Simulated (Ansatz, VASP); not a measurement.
## Lu in VASP and in Ansatz

```
CELL_PARAMETERS angstrom
3.50310 0.00000 0.00000
-1.75155 3.03377 0.00000
0.00000 0.00000 5.55090
ATOMIC_POSITIONS crystal
Lu 0.66872 0.33408 0.75221
Lu 0.33215 0.65927 0.24887
```

Change from the starting cell: atoms moved at random, drawn with an rms of 0.05 Å.

Alike in both runs: task single point; functional PBE; k mesh 9 × 9 × 5; occupations fermi-dirac, width 0.05 eV; no spin polarisation.

|  | VASP | Ansatz |
| --- | --- | --- |
| version | VASP 6.6.1 | Ansatz 0.2.0 |
| potentials or method | VASP PAW PBE potentials, release 64 (Lu) | Ansatz PAW soft_1 |
| plane-wave cutoff (eV) | 520 | 420 |
| valence electrons in the cell | 50 | 50 |

|  | VASP | Ansatz | Ansatz less VASP |
| --- | --- | --- | --- |
| gap on the k mesh at the Fermi level (eV) | none | none | - |
| pressure (GPa) | -0.4 | -0.5 | -0.14 |
| traceless stress, the component that is largest in VASP (GPa) | -0.63 | -0.64 | -0.003 |
| rms of the force components (eV/Å) | 0.049 | 0.048 | -0.0004 |

Atom by atom the forces differ by 0.000 eV/Å (rms over components). A gap of «none» marks a metal or a gap that the smearing closes.

Neither program's run includes spin-orbit coupling.
